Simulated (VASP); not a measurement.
# Ge2Se3 (R-3c) in VASP: a series of runs

The runs below take Ge2Se3 through single point, with PBE.

Program: VASP 6.6.1. These are calculated values, not measurements. Logs are shortened: lines on timing, memory, paths and dates and some standing lists are left out, and cuts for length are marked.

**1. The cell of the first run**

The structure is trigonal, space group R-3c (No. 167). Conventional cell: a = 6.651 Å, b = 6.651 Å, c = 18.157 Å, α = 90.00°, β = 90.00°, γ = 120.00°. Ge (site symmetry 3) has 6 Se at 2.59 to 2.76 Å within 3.4 Å. Within 4.1 Å of Se (site symmetry 2) lie 4 Ge at 2.59 to 2.76 Å and 12 Se at 3.53 to 4.00 Å.

**2. Single point, PBE**

INCAR

```
PREC     = Accurate       # precision mode
ENCUT    = 520            # plane-wave cutoff, eV
EDIFF    = 1E-6           # SCF threshold, eV
ISMEAR   = 0              # smearing method
SIGMA    = 0.1            # smearing width, eV
LREAL    = F              # projectors in reciprocal space
LASPH    = T              # aspherical terms in the spheres
NELM     = 80             # most SCF steps
ALGO     = Normal         # electronic algorithm
ISIF     = 2              # what is computed and relaxed
LWAVE    = F              # write WAVECAR
LCHARG   = F              # write CHGCAR
GGA      = PE             # functional
NBANDS   = 57             # bands
```

KPOINTS

```
regular mesh
0
Gamma
  3 3 3
```

POSCAR

```
Ge2Se3
1.0
    3.3252599535      1.9198397293      6.0524724717
   -3.3252599535      1.9198397293      6.0524724717
    0.0000000000     -3.8396794586      6.0524724717
Ge Se
4 6
Direct
    0.8521800000      0.8521800000      0.8521800000
    0.6478200000      0.6478200000      0.6478200000
    0.1478200000      0.1478200000      0.1478200000
    0.3521800000      0.3521800000      0.3521800000
    0.0562500000      0.4437500000      0.7500000000
    0.7500000000      0.0562500000      0.4437500000
    0.4437500000      0.7500000000      0.0562500000
    0.9437500000      0.5562500000      0.2500000000
    0.2500000000      0.9437500000      0.5562500000
    0.5562500000      0.2500000000      0.9437500000
```

Potentials or basis: VASP PAW PBE potentials, release 64 (Ge_d, Se).

Started as:

```console
cat potpaw_PBE.64/Ge_d/POTCAR potpaw_PBE.64/Se/POTCAR > POTCAR
mpirun -np 1 vasp_std > vasp.out
```

OUTCAR:

```text
PREC = Accurate
   ENCUT = 520
   EDIFF = 1E-6
   ISMEAR = 0
   LREAL = F
   LASPH = T
   NELM = 80
   ISIF = 2
   GGA = PE

 ion  position               nearest neighbor table
   1  0.852  0.852  0.852-  10 2.59   8 2.59   9 2.59   5 2.76   7 2.76   6 2.76
   2  0.648  0.648  0.648-   9 2.59   8 2.59  10 2.59   5 2.76   6 2.76   7 2.76
   3  0.148  0.148  0.148-   7 2.59   5 2.59   6 2.59   8 2.76  10 2.76   9 2.76
   4  0.352  0.352  0.352-   6 2.59   5 2.59   7 2.59   8 2.76   9 2.76  10 2.76
   5  0.056  0.444  0.750-   3 2.59   4 2.59   1 2.76   2 2.76
   6  0.750  0.056  0.444-   4 2.59   3 2.59   2 2.76   1 2.76
   7  0.444  0.750  0.056-   3 2.59   4 2.59   1 2.76   2 2.76
   8  0.944  0.556  0.250-   1 2.59   2 2.59   3 2.76   4 2.76
   9  0.250  0.944  0.556-   2 2.59   1 2.59   4 2.76   3 2.76
  10  0.556  0.250  0.944-   1 2.59   2 2.59   3 2.76   4 2.76

  LATTYP: Found a trigonal (rhomboedric) cell.
 ALAT       =     7.1676747530
 COS(alpha) =     0.5695481095

  Lattice vectors:

 A1 = (   3.3252599535,   1.9198397293,   6.0524724717)
 A2 = (  -3.3252599535,   1.9198397293,   6.0524724717)
 A3 = (   0.0000000000,  -3.8396794586,   6.0524724717)

Analysis of symmetry for initial positions (statically):
=====================================================================
 Subroutine PRICEL returns:
 Original cell was already a primitive cell.

 Routine SETGRP: Setting up the symmetry group for a
 trigonal (rhombohedral) supercell.

 Subroutine GETGRP returns: Found 12 space group operations
 (whereof  6 operations were pure point group operations)
 out of a pool of 12 trial point group operations.

The static configuration has the point symmetry S_6 .
 The point group associated with its full space group is D_3d.

Analysis of symmetry for dynamics (positions and initial velocities):
=====================================================================
 Subroutine PRICEL returns:
 Original cell was already a primitive cell.

 Routine SETGRP: Setting up the symmetry group for a
 trigonal (rhombohedral) supercell.

 Subroutine GETGRP returns: Found 12 space group operations
 (whereof  6 operations were pure point group operations)
 out of a pool of 12 trial point group operations.

The dynamic configuration has the point symmetry S_6 .
 The point group associated with its full space group is D_3d.

 Subroutine INISYM returns: Found 12 space group operations
 (whereof  6 operations are pure point group operations),
 and found     1 'primitive' translations

----------------------------------------------------------------------------------------

                                     Primitive cell

  volume of cell :     231.8327

  direct lattice vectors                    reciprocal lattice vectors
     3.325259953  1.919839729  6.052472472     0.150364184  0.086812802  0.055073912
    -3.325259953  1.919839729  6.052472472    -0.150364184  0.086812802  0.055073912
     0.000000000 -3.839679459  6.052472472     0.000000000 -0.173625604  0.055073912

  length of vectors
     7.167674753  7.167674753  7.167674753     0.182150998  0.182150998  0.182150998

  position of ions in fractional coordinates (direct lattice)
     0.852180000  0.852180000  0.852180000
     0.647820000  0.647820000  0.647820000
     0.147820000  0.147820000  0.147820000
     0.352180000  0.352180000  0.352180000
     0.056250000  0.443750000  0.750000000
     0.750000000  0.056250000  0.443750000
     0.443750000  0.750000000  0.056250000
     0.943750000  0.556250000  0.250000000
     0.250000000  0.943750000  0.556250000
     0.556250000  0.250000000  0.943750000

  ion indices of the primitive-cell ions
   primitive index   ion index
                 1           1
                 2           2
                 3           3
                 4           4
                 5           5
                 6           6
                 7           7
                 8           8
                 9           9
                10          10

----------------------------------------------------------------------------------------

 KPOINTS: regular mesh

Automatic generation of k-mesh.
 Grid dimensions read from file:
 generate k-points for:    3    3    3

 Generating k-lattice:

  Cartesian coordinates                     Fractional coordinates (reciprocal lattice)
     0.050121395  0.028937601  0.018357971     0.333333333 -0.000000000 -0.000000000
    -0.050121395  0.028937601  0.018357971    -0.000000000  0.333333333 -0.000000000
     0.000000000 -0.057875201  0.018357971    -0.000000000 -0.000000000  0.333333333

  Length of vectors
     0.060716999  0.060716999  0.060716999

  Shift w.r.t. Gamma in fractional coordinates (k-lattice)
     0.000000000  0.000000000  0.000000000

 Subroutine IBZKPT returns following result:
 ===========================================

 Found      6 irreducible k-points:

 Following reciprocal coordinates:
            Coordinates               Weight
  0.000000  0.000000  0.000000      1.000000
  0.333333 -0.000000 -0.000000      6.000000
  0.333333  0.333333 -0.000000      6.000000
 -0.333333  0.333333  0.000000      6.000000
  0.333333  0.333333  0.333333      2.000000
 -0.333333  0.333333  0.333333      6.000000
   k-points           NKPTS =      6   k-points in BZ     NKDIM =      6   number of bands    NBANDS=     57
   number of dos      NEDOS =    301   number of ions     NIONS =     10
   total plane-waves  NPLWV = 157464
   dimension x,y,z NGX =    54 NGY =   54 NGZ =   54
   dimension x,y,z NGXF=   108 NGYF=  108 NGZF=  108
   ions per type =               4   6
   NGX,Y,Z   is equivalent  to a cutoff of  12.52, 12.52, 12.52 a.u.
   NGXF,Y,Z  is equivalent  to a cutoff of  25.05, 25.05, 25.05 a.u.
 SYSTEM =  unknown system
   PREC   = accura    normal or accurate (medium, high low for compatibility)
   ISTART =      0    job   : 0-new  1-cont  2-samecut
   ICHARG =      2    charge: 1-file 2-atom 10-const
   ISPIN  =      1    spin polarized calculation?
   LNONCOLLINEAR =      F non collinear calculations
   LSORBIT =      F    spin-orbit coupling
   LASPH  =      T    aspherical Exc in radial PAW
   ENCUT  =  520.0 eV  38.22 Ry    6.18 a.u.  13.33 13.33 13.33*2*pi/ulx,y,z
   NELM   =     80;   NELMIN=  2; NELMDL= -5     # of ELM steps
   EDIFF  = 0.1E-05   stopping-criterion for ELM
   LREAL  =      F    real-space projection
   EDIFFG = 0.1E-04   stopping-criterion for IOM
   NSW    =      0    number of steps for IOM
   IBRION =     -1    ionic relax: 0-MD 1-quasi-New 2-CG
   NFREE  =      0    steps in history (QN), initial steepest desc. (CG)
   ISIF   =      2    stress and relaxation
   ISYM   =      2    0-nonsym 1-usesym 2-fastsym
   POTIM  = 0.5000    time-step for ionic-motion
   TEBEG  =    0.0;   TEEND  =   0.0 temperature during run
   PSTRESS=    0.0 pullay stress
   NELECT =      92.0000    total number of electrons
   NUPDOWN=      -1.0000    fix difference up-down
   EMIN   =  10.00;   EMAX   =-10.00  energy-range for DOS
   EFERMI =   0.00;   METHOD = LEGACY
   ISMEAR =     0;   SIGMA  =   0.10  broadening in eV -4-tet -1-fermi 0-gaus
   EFERMI_NEDOS =   21; number of points for ismear=-14 and -15
   IALGO  =     38    algorithm
   IMIX   =      4    mixing-type and parameters
     AMIX     =   0.40;   BMIX     =  1.00
     AMIX_MAG =   1.60;   BMIX_MAG =  1.00
  volume/ion in A,a.u.               =      23.18       156.45
  Fermi-wavevector in a.u.,A,eV,Ry     =   1.203038  2.273412 19.691707  1.447300
  Thomas-Fermi vector in A             =   2.338802
   LORBIT       =      0    0 simple, 1 ext, 2 COOP (PROOUT), +10 PAW based schemes
   GGA     = PE    functional components
   LHFCALC =     F    Hartree Fock is set to
   AEXX    =    0.0000 exact exchange contribution
   IVDW    =     0    specifies the selected vdW correction
   LEPSILON=     F    determine dielectric tensor
   LRPA    =     F    only Hartree local field effects (RPA)
 non-spin polarized calculation
 Gauss-broadening in eV      SIGMA  =   0.10
  energy-cutoff  :      520.00
  volume of cell :      231.83
 maximum number of plane-waves:      6250
 NGX is ok and might be reduce to    54
   NGX = 27   NGY = 27   NGZ = 27

 number of electron      91.9999985 magnetization

 Free energy of the ion-electron system (eV)
  ---------------------------------------------------
  ext. energy  EPLUGINS =         0.00000000
  ---------------------------------------------------
  free energy    TOTEN  =       -39.86187825 eV

  energy without entropy =      -39.82897779  energy(sigma->0) =      -39.84542802

 E-fermi :   4.2364     XC(G=0):  -9.7595

 val. band max:        4.2321326595   @ k =  -0.3333   0.3333   0.0000
 cond. band min:       4.2645475348   @ k =   0.3333  -0.0000  -0.0000
 fundamental gap:      0.0324148753
 Fermi energy:         4.2364115346

 k-point     1 :       0.0000    0.0000    0.0000
  band No.  band energies     occupation
      1     -20.7084      2.00000
      2     -20.7084      2.00000
      3     -20.7032      2.00000
      4     -20.7032      2.00000
      5     -20.7028      2.00000
      6     -20.7028      2.00000
[... 49 lines left out ...]
     56       8.7097      0.00000
     57       9.0582      0.00000

 k-point     2 :       0.3333   -0.0000   -0.0000
  band No.  band energies     occupation
      1     -20.7084      2.00000
      2     -20.7078      2.00000
      3     -20.7055      2.00000
      4     -20.7054      2.00000
      5     -20.7020      2.00000
      6     -20.7017      2.00000
[... 49 lines left out ...]
     56       8.3863      0.00000
     57       8.9143      0.00000
[... 178 lines left out ...]
     56       8.5385      0.00000
     57       9.3810      0.00000

 k-point     6 :      -0.3333    0.3333    0.3333
  band No.  band energies     occupation
      1     -20.7093      2.00000
      2     -20.7084      2.00000
      3     -20.7055      2.00000
      4     -20.7040      2.00000
      5     -20.7027      2.00000
      6     -20.7013      2.00000
[... 49 lines left out ...]
     56       8.8666      0.00000
     57       8.9220      0.00000

------------------------ aborting loop because EDIFF is reached ----------------------------------------

  FORCE on cell =-STRESS in cart. coord.  units (eV):
  Direction    XX          YY          ZZ          XY          YZ          ZX
  --------------------------------------------------------------------------------------
  -------------------------------------------------------------------------------------
  Total        3.4817729      3.4817729      2.8276580      0.0000000      0.0000000      0.0000000
  in kB       24.0622580     24.0622580     19.5417214      0.0000000      0.0000000      0.0000000
  external PRESSURE =      22.5554125 kB  Pullay stress =       0.0000000 kB

 VOLUME and BASIS-vectors are now :
 -----------------------------------------------------------------------------
  energy-cutoff  :      520.00
  volume of cell :      231.83
      direct lattice vectors                 reciprocal lattice vectors
     3.325259953  1.919839729  6.052472472     0.150364184  0.086812802  0.055073912
    -3.325259953  1.919839729  6.052472472    -0.150364184  0.086812802  0.055073912
     0.000000000 -3.839679459  6.052472472     0.000000000 -0.173625604  0.055073912

 POSITION                                       TOTAL-FORCE (eV/Angst)
 -----------------------------------------------------------------------------------
      0.00000      0.00000     15.47339         0.000000      0.000000     -0.248281
      0.00000      0.00000     11.76274         0.000000     -0.000000      0.248281
      0.00000      0.00000      2.68403         0.000000     -0.000000      0.248281
      0.00000      0.00000      6.39468         0.000000      0.000000     -0.248281
     -1.28854     -1.91984      7.56559         0.029845     -0.000000      0.000000
      2.30690     -0.15599      7.56559        -0.014923      0.025847      0.000000
     -1.01836      2.07583      7.56559        -0.014923     -0.025847      0.000000
      1.28854      1.91984     10.59183        -0.029845     -0.000000      0.000000
     -2.30690      0.15599     10.59183         0.014923     -0.025847      0.000000
      1.01836     -2.07583     10.59183         0.014923      0.025847      0.000000
 -----------------------------------------------------------------------------------
    total drift:                                0.000000     -0.000000      0.000000

  FREE ENERGIE OF THE ION-ELECTRON SYSTEM (eV)
  ---------------------------------------------------
  free  energy   TOTEN  =       -39.8618782478 eV

  energy  without entropy=      -39.8289777857  energy(sigma->0) =      -39.84542802
```

It took 3.5 min on 1 thread of Intel Xeon Platinum 8259CL at 2.50GHz (Skylake/Cascade Lake), shared host; peak memory 0.42 GiB.

What came out:

```yaml
Free_energy: -39.8619 eV
Pressure: 2.3 GPa
Largest_force: 0.248 eV/Å
Band_gap_on_the_k_mesh: zero (bands 46 and 47 overlap by 0.69 eV)
```

Forces on the atoms (eV/Å):
```
Ge   0.000  0.000 -0.248
Ge   0.000  0.000  0.248
Ge   0.000  0.000  0.248
Ge   0.000  0.000 -0.248
Se   0.030  0.000  0.000
Se  -0.015  0.026  0.000
Se  -0.015 -0.026  0.000
Se  -0.030  0.000  0.000
Se   0.015 -0.026  0.000
Se   0.015  0.026  0.000
```

Levels at points of the mesh, in eV from the Fermi level:
```
           k point  band 44  band 45  band 46  band 47  band 48  band 49
(0.00, 0.00, 0.00)    -0.95    -0.95     0.23     0.30     1.85     2.06
```

Caveat: the k points lie up to 0.38 Å⁻¹ apart, too coarse for converged energies and pressures of a metal.

**3. Single point, PBE**

This run uses another cell than the first one, of 24.02 Å³/atom.

INCAR

```
PREC = Accurate
ENCUT = 520
EDIFF = 1E-7
ISMEAR = 0
SIGMA = 0.1
LREAL = F
LASPH = T
NELM = 60
ALGO = Normal
ISIF = 2
LWAVE = F
LCHARG = T
GGA = PE
LELF = T
LVHAR = T
NBANDS = 57
```

KPOINTS

```
Automatic mesh
0
Gamma
  6 6 6
```

POSCAR

```
Ge2Se3
1.0
    3.3641923988      1.9423173871      6.1264091957
   -3.3641923988      1.9423173871      6.1264091957
    0.0000000000     -3.8846347741      6.1264091957
Ge Se
4 6
Direct
    0.8440521349      0.8440521349      0.8440521349
    0.6559478651      0.6559478651      0.6559478651
    0.1559478651      0.1559478651      0.1559478651
    0.3440521349      0.3440521349      0.3440521349
    0.0613632329      0.4386367671      0.7500000000
    0.7500000000      0.0613632329      0.4386367671
    0.4386367671      0.7500000000      0.0613632329
    0.9386367671      0.5613632329      0.2500000000
    0.2500000000      0.9386367671      0.5613632329
    0.5613632329      0.2500000000      0.9386367671
```

Potentials or basis: VASP PAW PBE potentials, release 64 (Ge_d, Se).

Started as:

```console
cat potpaw_PBE.64/Ge_d/POTCAR potpaw_PBE.64/Se/POTCAR > POTCAR
mpirun -np 1 vasp_std > vasp.out
```

Wall time 16 min (1 thread of Intel Xeon Platinum 8259CL at 2.50GHz (Skylake/Cascade Lake), shared host); peak memory 0.6 GiB.

Results (log left out):

| Property | Result |
| --- | --- |
| Free energy | -39.9010 eV |
| Pressure | 0.1 GPa |
| Largest force | 0.003 eV/Å |
| Band gap on the k mesh | zero (bands 46 and 47 overlap by 0.64 eV) |

Forces in eV/Å, atoms in the order of the input:
```
Ge   0.000  0.000  0.002
Ge   0.000  0.000 -0.002
Ge   0.000  0.000 -0.002
Ge   0.000  0.000  0.002
Se   0.003  0.000  0.000
Se  -0.002  0.003  0.000
Se  -0.002 -0.003  0.000
Se  -0.003  0.000  0.000
Se   0.002 -0.003  0.000
Se   0.002  0.003  0.000
```

Levels at points of the mesh, in eV from the Fermi level:
| k point | band 43 | band 44 | band 45 | band 46 | band 47 | band 48 | band 49 | band 50 |
| --- | --- | --- | --- | --- | --- | --- | --- | --- |
| (0.00, 0.00, 0.00) | -1.12 | -0.87 | -0.87 | 0.25 | 0.37 | 1.69 | 2.14 | 2.14 |
| (0.50, 0.00, 0.00) | -1.09 | -1.09 | -0.14 | -0.14 | -0.07 | -0.07 | 2.91 | 2.91 |
| (0.50, 0.50, 0.00) | -1.12 | -0.97 | -0.27 | -0.02 | 0.26 | 0.31 | 2.04 | 2.05 |
| (0.50, 0.50, 0.50) | -1.01 | -1.01 | -1.01 | -1.01 | 0.42 | 0.42 | 3.29 | 3.29 |

The gap in the log of VASP goes by the Fermi energy; the results here count the filled bands.